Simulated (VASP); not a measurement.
Runs of VASP 6.6.1 on Pd. The structure is that of space group Fm-3m (No. 225), or close to it. The cells are those of the table. 

```tsv
cell	gap on the mesh (eV)	pressure (GPa)
a = 2.586, b = 2.586, c = 2.530 Å, angles 60.7, 60.7, 58.6°, 1 atom	none	60.7
a = 2.863, b = 2.863, c = 2.751 Å, angles 61.3, 61.3, 57.4°, 1 atom	none	(b)
a = 2.586, b = 2.586, c = 2.640 Å, angles 59.3, 59.3, 61.4°, 1 atom	none	40.6
a = 2.530 Å, angles 60.0°, 1 atom	none	84.5
a = 2.971 Å, angles 60.0°, 1 atom	none	(a)
```

Alike in all rows: task single point; level LDA; potentials or basis VASP PAW LDA potentials, release 64 (Pd); no spin polarisation; k mesh 20 × 20 × 20; cutoff (eV) 520; smearing gaussian 0.15 eV.

**Question.** Estimate the missing entries.

**Answer.** (a) -28.9; (b) -18.6.

A k mesh can miss the band edges, and the runs leave out spin-orbit coupling on Pd.

A gap of «none» marks levels without a gap at the run's occupations.
